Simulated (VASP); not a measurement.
GaN:

```
Ga N
1.0
     2.83826    0.00000    0.00000
     0.00000    2.83826    0.00000
     0.00000    0.00000    2.83826
Ga N
1 1
Direct
  0.00000 0.00000 0.00000
  0.50000 0.50000 0.50000
```

- Program: VASP 6.6.1
- Task: relaxation of cell and atoms
- Functional: PBEsol
- Potentials or basis: VASP PAW PBE potentials, release 64 (Ga_d, N)
- Cutoff: 600 eV
- k mesh: 8 × 8 × 8
- Occupations: fermi-dirac, width 0.03 eV
- Spin: no spin polarisation

At the start: pressure -17.2 GPa; volume 11.43 Å³/atom.

Where does the relaxation end?

Over 14 steps the energy falls by 95.8 meV/atom and the volume is 9.88 Å³/atom (-13.6 %); space group Pm-3m (No. 221, to 0.05 Å).

The path:
```csv
step,energy change (eV),largest force (eV/Å),pressure (GPa),volume (Å³)
1,0.0000,0.0000,-17.17,22.86
2,-0.1770,0.0000,6.52,19.05
3,-0.1916,0.0000,0.23,19.75
4,-0.1916,0.0000,-0.45,19.81
5,-0.1916,0.0000,-0.51,19.81
6,-0.1916,0.0000,-0.31,19.80
7,-0.1916,0.0000,-0.38,19.80
8,-0.1916,0.0000,-0.39,19.80
9,-0.1916,0.0000,-0.39,19.80
10,-0.1916,0.0000,-0.41,19.80
11,-0.1916,0.0000,-0.24,19.80
12,-0.1916,0.0000,-0.31,19.79
13,-0.1916,0.0000,-0.16,19.78
14,-0.1916,0.0000,-0.09,19.77
```

Final structure:
```yaml
crystal:
  lattice:
    - [2.70377, 0.00000, 0.00000]
    - [0.00000, 2.70377, 0.00000]
    - [0.00000, 0.00000, 2.70377]
  atoms:
    - { symbol: Ga, position: [0.00000, 0.00000, 0.00000] }
    - { symbol: N, position: [0.50000, 0.50000, 0.50000] }
```

Caveat: the PAW data sets were made with another functional, which shifts forces and pressure a little.
